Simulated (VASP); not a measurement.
# NbTe (Fm-3m) in VASP: a series of runs, part 2 of 2

VASP 6.6.1.

## Step 5: Single point, r2SCAN, collinear spin

This run uses another cell than the first one: it holds 4 atoms, not 2.

Contents of POSCAR:

```
NbTe
1.0
    0.0000000000      2.9557230600      2.9557230600
    5.9114461200      2.9557230600      2.9557230600
    5.9114461200      5.9114461200      0.0000000000
Nb Te
2 2
Direct
    0.5000000000      0.5000000000      0.0000000000
    0.5000000000      0.5000000000      0.5000000000
    0.0000000000      0.0000000000      0.0000000000
    0.0000000000      0.0000000000      0.5000000000
```

Contents of INCAR.step1:

```
ALGO = Normal ; EDIFF = 1E-4
ENCUT = 520 ; GGA = PE
ISMEAR = 0 ; ISPIN = 2
LASPH = True ; LCHARG = False
LMAXMIX = 4 ; LREAL = False
LWAVE = True ; MAGMOM = 2 -2 0 0
NBANDS = 31 ; NELM = 150
PREC = Accurate ; SIGMA = 0.05
```

Contents of INCAR.step2:

```
ALGO = Normal ; EDIFF = 1E-6
ENCUT = 520 ; ISIF = 2
ISMEAR = 0 ; ISPIN = 2
ISTART = 1 ; LASPH = True
LCHARG = False ; LMAXMIX = 4
LMIXTAU = True ; LORBIT = 11
LREAL = False ; LWAVE = False
MAGMOM = 2 -2 0 0 ; METAGGA = R2SCAN
NBANDS = 31 ; NELM = 150
PREC = Accurate ; SIGMA = 0.05
```

Contents of KPOINTS:

```
k-points
0
Gamma
  10 10 5
```

Launch:

```sh
$ cat potpaw_PBE.64/Nb_sv/POTCAR potpaw_PBE.64/Te/POTCAR > POTCAR
$ cp INCAR.step1 INCAR
$ mpirun -np 1 vasp_std > vasp.out
$ cp INCAR.step2 INCAR
$ mpirun -np 1 vasp_std > vasp.out
```

Wall time 29 min (1 thread of Oxide Virtual Turin-like, shared host); peak memory 0.62 GiB.

The run converged. Its results:

- Free energy: -99.9641 eV
- Pressure: -1.3 GPa
- Band gap on the k mesh: zero (filled and empty bands overlap)
- Net moment: 0.00 μB per cell
- Site moments: Nb +1.94, -1.94; Te -0.00, +0.00 μB
- Valence electrons inside the program's atomic spheres: Nb 10.65; Te 3.53

Stress tensor (GPa, compression positive):
```
-2.21  0.00  0.00
 0.00 -0.85  0.00
 0.00  0.00 -0.85
```

Levels at points of the mesh, in eV from the Fermi level:
Spin up:
| k point | band 16 | band 17 | band 18 | band 19 | band 20 | band 21 | band 22 | band 23 |
| --- | --- | --- | --- | --- | --- | --- | --- | --- |
| (0.00, 0.00, 0.00) | -1.44 | -1.44 | -1.20 | -1.20 | -0.28 | -0.19 | 0.11 | 0.78 |
| (0.50, 0.00, 0.00) | -3.87 | -0.35 | -0.33 | -0.06 | 2.21 | 2.42 | 2.52 | 2.81 |
| (0.50, 0.50, 0.00) | -2.93 | -2.20 | -2.20 | -0.14 | 0.30 | 0.67 | 1.12 | 1.79 |
Spin down:
```tsv
k point	band 17	band 18	band 19	band 20	band 21	band 22
(0.00, 0.00, 0.00)	-1.44	-1.20	-1.20	-0.28	-0.19	0.11
(0.50, 0.00, 0.00)	-0.35	-0.33	-0.06	2.21	2.42	2.52
(0.50, 0.50, 0.00)	-2.20	-2.20	-0.14	0.30	0.67	1.12
```

Caveat: the PAW data sets were made with another functional, which shifts forces and pressure a little; spin-orbit coupling is left out, which moves the levels of the heavy elements.

## Step 6: Single point, r2SCAN, collinear spin

This run uses another cell than the first one: it holds 4 atoms, not 2.

Contents of POSCAR:

```
NbTe
1.0
    0.0000000000      2.9557230600      2.9557230600
    2.9557230600      0.0000000000      2.9557230600
    5.9114461200      5.9114461200      0.0000000000
Nb Te
2 2
Direct
    0.5000000000      0.5000000000      0.2500000000
    0.5000000000      0.5000000000      0.7500000000
    0.0000000000      0.0000000000      0.0000000000
    0.0000000000      0.0000000000      0.5000000000
```

Contents of INCAR.step1:

```
ALGO     = Normal         # electronic algorithm
EDIFF    = 1E-4           # SCF threshold, eV
ENCUT    = 520            # plane-wave cutoff, eV
GGA      = PE             # functional
ISMEAR   = 0              # smearing method
ISPIN    = 2              # spin polarisation
LASPH    = T              # aspherical terms in the spheres
LCHARG   = F              # write CHGCAR
LMAXMIX  = 4              # l up to which the mixer works
LREAL    = F              # projectors in reciprocal space
LWAVE    = T              # write WAVECAR
MAGMOM   = 2 -2 0 0       # initial moments
NBANDS   = 31             # bands
NELM     = 150            # most SCF steps
PREC     = Accurate       # precision mode
SIGMA    = 0.05           # smearing width, eV
```

Contents of INCAR.step2:

```
ALGO     = Normal         # electronic algorithm
EDIFF    = 1E-7           # SCF threshold, eV
ENCUT    = 520            # plane-wave cutoff, eV
ISIF     = 2              # what is computed and relaxed
ISMEAR   = 0              # smearing method
ISPIN    = 2              # spin polarisation
ISTART   = 1            
LASPH    = T              # aspherical terms in the spheres
LCHARG   = F              # write CHGCAR
LMAXMIX  = 4              # l up to which the mixer works
LMIXTAU  = T            
LORBIT   = 11             # projections on sites
LREAL    = F              # projectors in reciprocal space
LWAVE    = F              # write WAVECAR
MAGMOM   = 2 -2 0 0       # initial moments
METAGGA  = R2SCAN         # meta-GGA
NBANDS   = 31             # bands
NELM     = 150            # most SCF steps
PREC     = Accurate       # precision mode
SIGMA    = 0.05           # smearing width, eV
```

KPOINTS is that of step 5.

Potentials or basis: VASP PAW PBE potentials, release 64 (Nb_sv, Te).

Launch:

```sh
$ cat potpaw_PBE.64/Nb_sv/POTCAR potpaw_PBE.64/Te/POTCAR > POTCAR
$ cp INCAR.step1 INCAR
$ mpirun -np 1 vasp_std > vasp.out
$ cp INCAR.step2 INCAR
$ mpirun -np 1 vasp_std > vasp.out
```

OUTCAR:

```text
EDIFF = 1E-7
   ENCUT = 520
   ISIF = 2
   ISMEAR = 0
   ISPIN = 2
   ISTART = 1
   LASPH = T
   LORBIT = 11
   LREAL = F
   METAGGA = R2SCAN
   NELM = 150
   PREC = Accurate

 ion  position               nearest neighbor table
   1  0.500  0.500  0.250-   3 2.96   3 2.96   4 2.96   3 2.96   4 2.96   4 2.96
   2  0.500  0.500  0.750-   4 2.96   3 2.96   4 2.96   3 2.96   4 2.96   3 2.96
   3  0.000  0.000  0.000-   2 2.96   1 2.96   2 2.96   1 2.96   2 2.96   1 2.96
   4  0.000  0.000  0.500-   1 2.96   1 2.96   2 2.96   1 2.96   2 2.96   2 2.96

[... 1910 lines left out ...]
      direct lattice vectors                 reciprocal lattice vectors
     0.000000000  2.955723060  2.955723060    -0.169163345  0.169163345  0.169163345
     2.955723060  0.000000000  2.955723060     0.169163345 -0.169163345  0.169163345
     5.911446120  5.911446120  0.000000000     0.084581673  0.084581673 -0.084581673

 POSITION                                       TOTAL-FORCE (eV/Angst)
 -----------------------------------------------------------------------------------
      2.95572      2.95572      2.95572        -0.000000      0.000000     -0.000000
      5.91145      5.91145      2.95572         0.000000      0.000000      0.000000
      0.00000      0.00000      0.00000         0.000000     -0.000000     -0.000000
      2.95572      2.95572      0.00000         0.000000      0.000000     -0.000000
 -----------------------------------------------------------------------------------
    total drift:                               -0.000000     -0.000000     -0.000000

  FREE ENERGIE OF THE ION-ELECTRON SYSTEM (eV)
  ---------------------------------------------------
  free  energy   TOTEN  =       -99.9777222051 eV

  energy  without entropy=      -99.9767230861  energy(sigma->0) =      -99.97722265

 total charge

# of ion       s       p       d       tot
------------------------------------------
    1        2.103   5.935   2.623  10.660
    2        2.103   5.935   2.623  10.660
    3        1.333   2.156   0.046   3.535
    4        1.333   2.156   0.046   3.535
--------------------------------------------------
tot          6.872  16.181   5.338  28.390

 magnetization (x)

# of ion       s       p       d       tot
------------------------------------------
    1        0.030   0.015   1.995   2.040
    2       -0.030  -0.015  -1.995  -2.040
    3        0.000   0.000   0.000   0.000
    4        0.000   0.000   0.000   0.000
--------------------------------------------------
tot          0.000   0.000   0.000   0.000
```

OUTCAR.step1:

```text
EDIFF = 1E-4
   ENCUT = 520
   GGA = PE
   ISMEAR = 0
[... 1929 lines left out ...]
      2.95572      2.95572      2.95572         0.000000      0.000000      0.000000
      5.91145      5.91145      2.95572         0.000000     -0.000000     -0.000000
      0.00000      0.00000      0.00000         0.000000     -0.000000     -0.000000
      2.95572      2.95572      0.00000         0.000000     -0.000000     -0.000000
 -----------------------------------------------------------------------------------
    total drift:                               -0.000000     -0.000000     -0.000000

  FREE ENERGIE OF THE ION-ELECTRON SYSTEM (eV)
  ---------------------------------------------------
  free  energy   TOTEN  =       -25.0047231900 eV

  energy  without entropy=      -24.9988319496  energy(sigma->0) =      -25.00177757
```

OSZICAR.step1:

```text
N       E                     dE             d eps       ncg     rms          rms(c)
DAV:   1     0.337516673242E+03    0.33752E+03   -0.18427E+04  7248   0.113E+03
DAV:   2     0.279417539378E+01   -0.33472E+03   -0.32373E+03  9313   0.397E+02
DAV:   3    -0.231447731962E+02   -0.25939E+02   -0.25323E+02 11848   0.856E+01
DAV:   4    -0.253216673707E+02   -0.21769E+01   -0.21476E+01 11844   0.206E+01
DAV:   5    -0.253706067760E+02   -0.48939E-01   -0.48886E-01 10692   0.304E+00    0.111E+01
DAV:   6    -0.248123598960E+02    0.55825E+00   -0.42031E+00 10610   0.108E+01    0.514E+00
DAV:   7    -0.249403144869E+02   -0.12795E+00   -0.51029E-01 10446   0.391E+00    0.258E+00
DAV:   8    -0.249600432885E+02   -0.19729E-01   -0.14126E-01  9894   0.150E+00    0.157E+00
DAV:   9    -0.249817617047E+02   -0.21718E-01   -0.12193E-01 10018   0.924E-01    0.739E-01
DAV:  10    -0.249949138719E+02   -0.13152E-01   -0.40191E-02 11247   0.508E-01    0.507E-01
DAV:  11    -0.250034412520E+02   -0.85274E-02   -0.48898E-02  9962   0.605E-01    0.233E-01
DAV:  12    -0.250043770070E+02   -0.93575E-03   -0.15226E-02 11525   0.380E-01    0.102E-01
DAV:  13    -0.250046313866E+02   -0.25438E-03   -0.12600E-03  9000   0.161E-01    0.571E-02
DAV:  14    -0.250047231900E+02   -0.91803E-04   -0.77660E-04  8666   0.102E-01
   1 F= -.25004723E+02 E0= -.25001778E+02  d E =-.589124E-02  mag=     0.0000
```

It took 44 min on 1 thread of Oxide Virtual Turin-like, shared host; peak memory 0.47 GiB.

What came out:

```
Free energy                                           : -99.9777 eV
Pressure                                              : -0.8 GPa
Band gap on the k mesh                                : zero (filled and empty bands overlap)
Net moment                                            : 0.00 μB per cell
Site moments                                          : Nb +2.04, -2.04; Te +0.00 μB
Valence electrons inside the program's atomic spheres : Nb 10.66; Te 3.54
```

Levels at points of the mesh, in eV from the Fermi level:
Spin up:
```csv
k point,band 17,band 18,band 19,band 20,band 21,band 22
"(0.00, 0.00, 0.00)",-1.27,-1.27,-1.26,-0.13,-0.13,1.71
"(0.50, 0.00, 0.00)",-2.23,-0.29,-0.21,0.56,1.38,1.61
```
Spin down:
```tsv
k point	band 17	band 18	band 19	band 20	band 21	band 22
(0.00, 0.00, 0.00)	-1.27	-1.27	-1.26	-0.13	-0.13	1.71
(0.50, 0.00, 0.00)	-2.23	-0.29	-0.21	0.56	1.38	1.61
```

Caveat: the PAW data sets were made with another functional, which shifts forces and pressure a little; spin-orbit coupling is left out, which moves the levels of the heavy elements.

## Step 7: The runs side by side

| cell | k mesh | gap on the mesh (eV) | pressure (GPa) | moment (μB) |
| --- | --- | --- | --- | --- |
| a = 4.081 Å, angles 60.0°, 2 atoms, atomic positions A | 10 × 10 × 10 | none | 4.8 | 2.62 |
| a = 4.180 Å, angles 60.0°, 2 atoms, atomic positions A | 10 × 10 × 10 | none | 0.0 | 2.80 |
| a = 4.180, b = 7.240, c = 8.360 Å, angles 30.0, 60.0, 54.7°, 4 atoms, atomic positions B | 10 × 10 × 5 | none | -1.3 | 0.00 |
| a = 4.180, b = 4.180, c = 8.360 Å, angles 60.0°, 4 atoms, atomic positions B | 10 × 10 × 5 | none | -0.8 | 0.00 |

Alike in all rows: task single point; level r2SCAN; potentials or basis VASP PAW PBE potentials, release 64 (Nb_sv, Te); spin collinear; cutoff (eV) 520; smearing gaussian 0.05 eV.

Caveats: the PAW data sets were made with another functional, which shifts forces and pressure a little; spin-orbit coupling is left out, which moves the levels of the heavy elements; the cell stands under pressure (at least some runs).

Absolute energies hang on the potentials; compare differences alone.
